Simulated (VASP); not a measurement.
# Mg (Pm-3m) in VASP: a series of runs, part 3 of 3

VASP 6.6.1.

## (5) Single point, LDA (volume scaled by 0.7)

Input file INCAR:

```
SYSTEM = Mg
PREC = Accurate
ENCUT = 520
EDIFF = 1E-6
ISMEAR = -1
SIGMA = 0.05
LREAL = .FALSE.
LASPH = .TRUE.
NELM = 100
ALGO = Normal
ISIF = 2
LWAVE = .FALSE.
LCHARG = .FALSE.
GGA = CA
NBANDS = 7
```

Input file KPOINTS:

```
regular mesh
0
G
  15 15 15
  0 0 0
```

Input file POSCAR:

```
Mg
1.0
    2.6273803708      0.0000000000      0.0000000000
    0.0000000000      2.6273803708      0.0000000000
    0.0000000000      0.0000000000      2.6273803708
Mg
1
Direct
    0.0000000000      0.0000000000      0.0000000000
```

Potentials or basis: VASP PAW LDA potentials, release 64 (Mg).

The run is started by

```bash
$ cat potpaw_LDA.64/Mg/POTCAR > POTCAR
$ mpirun -np 1 vasp_std > vasp.out
```

OUTCAR:

```text
SYSTEM = Mg
   PREC = Accurate
   ENCUT = 520
   EDIFF = 1E-6
   ISMEAR = -1
   LREAL = .FALSE.
   LASPH = .TRUE.
   NELM = 100
   ISIF = 2
   GGA = CA

 ion  position               nearest neighbor table
   1  0.000  0.000  0.000-

  LATTYP: Found a simple cubic cell.
 ALAT       =     2.6273803708

  Lattice vectors:

 A1 = (   2.6273803708,   0.0000000000,   0.0000000000)
 A2 = (   0.0000000000,   2.6273803708,   0.0000000000)
 A3 = (   0.0000000000,   0.0000000000,   2.6273803708)

Analysis of symmetry for initial positions (statically):
=====================================================================
 Subroutine PRICEL returns:
 Original cell was already a primitive cell.

 Routine SETGRP: Setting up the symmetry group for a
 simple cubic supercell.

 Subroutine GETGRP returns: Found 48 space group operations
 (whereof 48 operations were pure point group operations)
 out of a pool of 48 trial point group operations.

The static configuration has the point symmetry O_h .

Analysis of symmetry for dynamics (positions and initial velocities):
=====================================================================
 Subroutine PRICEL returns:
 Original cell was already a primitive cell.

 Routine SETGRP: Setting up the symmetry group for a
 simple cubic supercell.

 Subroutine GETGRP returns: Found 48 space group operations
 (whereof 48 operations were pure point group operations)
 out of a pool of 48 trial point group operations.

The dynamic configuration has the point symmetry O_h .

 Subroutine INISYM returns: Found 48 space group operations
 (whereof 48 operations are pure point group operations),
 and found     1 'primitive' translations

----------------------------------------------------------------------------------------

                                     Primitive cell

  volume of cell :      18.1371

  direct lattice vectors                    reciprocal lattice vectors
     2.627380371  0.000000000  0.000000000     0.380607243  0.000000000  0.000000000
     0.000000000  2.627380371  0.000000000     0.000000000  0.380607243  0.000000000
     0.000000000  0.000000000  2.627380371     0.000000000  0.000000000  0.380607243

  length of vectors
     2.627380371  2.627380371  2.627380371     0.380607243  0.380607243  0.380607243

  position of ions in fractional coordinates (direct lattice)
     0.000000000  0.000000000  0.000000000

  ion indices of the primitive-cell ions
   primitive index   ion index
                 1           1

----------------------------------------------------------------------------------------

 KPOINTS: regular mesh

Automatic generation of k-mesh.
 Grid dimensions read from file:
 generate k-points for:   15   15   15

 Generating k-lattice:

  Cartesian coordinates                     Fractional coordinates (reciprocal lattice)
     0.025373816  0.000000000  0.000000000     0.066666667  0.000000000  0.000000000
     0.000000000  0.025373816  0.000000000     0.000000000  0.066666667  0.000000000
     0.000000000  0.000000000  0.025373816     0.000000000  0.000000000  0.066666667

  Length of vectors
     0.025373816  0.025373816  0.025373816

  Shift w.r.t. Gamma in fractional coordinates (k-lattice)
     0.000000000  0.000000000  0.000000000

 Subroutine IBZKPT returns following result:
 ===========================================

 Found    120 irreducible k-points:

 Following reciprocal coordinates:
            Coordinates               Weight
  0.000000  0.000000  0.000000      1.000000
  0.066667  0.000000  0.000000      6.000000
  0.133333  0.000000  0.000000      6.000000
  0.200000  0.000000  0.000000      6.000000
  0.266667  0.000000  0.000000      6.000000
  0.333333  0.000000  0.000000      6.000000
[... 16 lines left out ...]
  0.266667  0.200000  0.000000     24.000000
  0.333333  0.200000  0.000000     24.000000
 [... further k-points ...]
   k-points           NKPTS =    120   k-points in BZ     NKDIM =    120   number of bands    NBANDS=      7
   number of dos      NEDOS =    301   number of ions     NIONS =      1
   total plane-waves  NPLWV =   8000
   dimension x,y,z NGX =    20 NGY =   20 NGZ =   20
   dimension x,y,z NGXF=    40 NGYF=   40 NGZF=   40
   ions per type =               1
   NGX,Y,Z   is equivalent  to a cutoff of  12.65, 12.65, 12.65 a.u.
   NGXF,Y,Z  is equivalent  to a cutoff of  25.31, 25.31, 25.31 a.u.
 SYSTEM =  Mg
   PREC   = accura    normal or accurate (medium, high low for compatibility)
   ISTART =      0    job   : 0-new  1-cont  2-samecut
   ICHARG =      2    charge: 1-file 2-atom 10-const
   ISPIN  =      1    spin polarized calculation?
   LNONCOLLINEAR =      F non collinear calculations
   LSORBIT =      F    spin-orbit coupling
   LASPH  =      T    aspherical Exc in radial PAW
   ENCUT  =  520.0 eV  38.22 Ry    6.18 a.u.   4.89  4.89  4.89*2*pi/ulx,y,z
   NELM   =    100;   NELMIN=  2; NELMDL= -5     # of ELM steps
   EDIFF  = 0.1E-05   stopping-criterion for ELM
   LREAL  =      F    real-space projection
   EDIFFG = 0.1E-04   stopping-criterion for IOM
   NSW    =      0    number of steps for IOM
   IBRION =     -1    ionic relax: 0-MD 1-quasi-New 2-CG
   NFREE  =      0    steps in history (QN), initial steepest desc. (CG)
   ISIF   =      2    stress and relaxation
   ISYM   =      2    0-nonsym 1-usesym 2-fastsym
   POTIM  = 0.5000    time-step for ionic-motion
   TEBEG  =    0.0;   TEEND  =   0.0 temperature during run
   PSTRESS=    0.0 pullay stress
   NELECT =       2.0000    total number of electrons
   NUPDOWN=      -1.0000    fix difference up-down
   EMIN   =  10.00;   EMAX   =-10.00  energy-range for DOS
   EFERMI =   0.00;   METHOD = LEGACY
   ISMEAR =    -1;   SIGMA  =   0.05  broadening in eV -4-tet -1-fermi 0-gaus
   EFERMI_NEDOS =   21; number of points for ismear=-14 and -15
   IALGO  =     38    algorithm
   IMIX   =      4    mixing-type and parameters
     AMIX     =   0.40;   BMIX     =  1.00
     AMIX_MAG =   1.60;   BMIX_MAG =  1.00
  volume/ion in A,a.u.               =      18.14       122.40
  Fermi-wavevector in a.u.,A,eV,Ry     =   0.785046  1.483522  8.385237  0.616298
  Thomas-Fermi vector in A             =   1.889303
   LORBIT       =      0    0 simple, 1 ext, 2 COOP (PROOUT), +10 PAW based schemes
   GGA     = CA    functional components
   LHFCALC =     F    Hartree Fock is set to
   AEXX    =    0.0000 exact exchange contribution
   IVDW    =     0    specifies the selected vdW correction
   LEPSILON=     F    determine dielectric tensor
   LRPA    =     F    only Hartree local field effects (RPA)
 non-spin polarized calculation
  energy-cutoff  :      520.00
  volume of cell :       18.14
 maximum number of plane-waves:       500
 NGX is ok and might be reduce to    20
   NGX =  9   NGY =  9   NGZ =  9

 number of electron       2.0000000 magnetization

 Free energy of the ion-electron system (eV)
  ---------------------------------------------------
  ext. energy  EPLUGINS =         0.00000000
  ---------------------------------------------------
  free energy    TOTEN  =        -1.09483235 eV

  energy without entropy =       -1.09175237  energy(sigma->0) =       -1.09329236

 E-fermi :   3.8294     XC(G=0):  -9.4502

 val. band max:        3.8077418530   @ k =   0.4000   0.1333   0.0667
 cond. band min:       3.9450018217   @ k =   0.4000   0.4000   0.2667
 fundamental gap:      0.1372599686
 Fermi energy:         3.8294229368

 k-point     1 :       0.0000    0.0000    0.0000
  band No.  band energies     occupation
      1      -4.1606      2.00000
      2      13.3933      0.00000
      3      13.3933      0.00000
      4      16.5477      0.00000
      5      16.5477      0.00000
      6      16.5477      0.00000
      7      22.9194      0.00000
[... 221 lines left out ...]
 k-point    24 :       0.3333    0.2000    0.0000
  band No.  band energies     occupation
      1      -0.9225      2.00000
      2       5.7801      0.00000
      3      11.0794      0.00000
      4      16.6747      0.00000
      5      18.9486      0.00000
      6      20.9382      0.00000
      7      24.4314      0.00000

 [... further k-points ...]

------------------------ aborting loop because EDIFF is reached ----------------------------------------

  FORCE on cell =-STRESS in cart. coord.  units (eV):
  Direction    XX          YY          ZZ          XY          YZ          ZX
  --------------------------------------------------------------------------------------
  -------------------------------------------------------------------------------------
  Total        2.0027228      2.0027228      2.0027228      0.0000000     -0.0000000      0.0000000
  in kB      176.9141482    176.9141482    176.9141482      0.0000000     -0.0000000      0.0000000
  external PRESSURE =     176.9141482 kB  Pullay stress =       0.0000000 kB

 VOLUME and BASIS-vectors are now :
 -----------------------------------------------------------------------------
  energy-cutoff  :      520.00
  volume of cell :       18.14
      direct lattice vectors                 reciprocal lattice vectors
     2.627380371  0.000000000  0.000000000     0.380607243  0.000000000  0.000000000
     0.000000000  2.627380371  0.000000000     0.000000000  0.380607243  0.000000000
     0.000000000  0.000000000  2.627380371     0.000000000  0.000000000  0.380607243

 POSITION                                       TOTAL-FORCE (eV/Angst)
 -----------------------------------------------------------------------------------
      0.00000      0.00000      0.00000         0.000000      0.000000      0.000000
 -----------------------------------------------------------------------------------
    total drift:                               -0.000000      0.000000      0.000000

  FREE ENERGIE OF THE ION-ELECTRON SYSTEM (eV)
  ---------------------------------------------------
  free  energy   TOTEN  =        -1.0948323520 eV

  energy  without entropy=       -1.0917523715  energy(sigma->0) =       -1.09329236
```

stdout:

```text
POSCAR found type information on POSCAR Mg
 POSCAR found :  1 types and       1 ions
 scaLAPACK will be used
 LDA part: xc-table for (Slater(with rela. corr.)+CA(PZ))
 , standard interpolation
 POSCAR, INCAR and KPOINTS ok, starting setup
 FFT: planning ... GRIDC
 FFT: planning ... GRID_SOFT
 FFT: planning ... GRID
 WAVECAR not read
 entering main loop
```

Run time: 6.1 s. Hardware: 1 thread of Intel Xeon Platinum 8488C (Sapphire Rapids), shared host; peak memory 0.12 GiB.

What came out:

- Free energy: -1.0948 eV
- Pressure: 17.7 GPa
- Band gap on the k mesh: zero (band 1 reaches 8.78 eV, above the bottom of band 2 at 1.86 eV)

## (6) Single point, LDA (volume scaled by 0.7)

Input file INCAR:

```
  PREC = Accurate
  ENCUT = 520
  EDIFF = 1E-6
  ISMEAR = -1
  SIGMA = 0.05
  LREAL = F
  LASPH = T
  NELM = 60
  ALGO = Normal
  ISIF = 2
  LWAVE = F
  LCHARG = F
  GGA = CA
  NBANDS = 7
```

Input file KPOINTS:

```
Automatic mesh
0
Gamma
  15 15 15
```

POSCAR is that of step 5.

Potentials or basis: VASP PAW LDA potentials, release 64 (Mg).

The run is started by

```bash
$ cat potpaw_LDA.64/Mg/POTCAR > POTCAR
$ mpirun -np 1 vasp_std > vasp.out
```

Wall time 6.7 s (1 thread of Intel Xeon Platinum 8488C (Sapphire Rapids), shared host); peak memory 0.12 GiB.

Results (log left out):

- Free energy: -1.0948 eV
- Pressure: 17.7 GPa
- Band gap on the k mesh: zero (band 1 reaches 8.78 eV, above the bottom of band 2 at 1.86 eV)

Levels at points of the mesh, in eV from the Fermi level:
```csv
k point,band 1,band 2,band 3,band 4,band 5,band 6
"(0.00, 0.00, 0.00)",-7.99,9.56,9.56,12.72,12.72,12.72
```

## (7) Summary

| cell | gap on the mesh (eV) | pressure (GPa) |
| --- | --- | --- |
| a = 2.349 Å, 1 atom | none | 64.4 |
| a = 2.496 Å, 1 atom | none | 34.0 |
| a = 2.627 Å, 1 atom | none | 17.7 |

Alike in all rows: task single point; level LDA; potentials or basis VASP PAW LDA potentials, release 64 (Mg); no spin polarisation; k mesh 15 × 15 × 15; cutoff (eV) 520; smearing fermi-dirac 0.05 eV.

Total energies depend on the potentials used, so only differences within one code and one set of settings carry meaning.
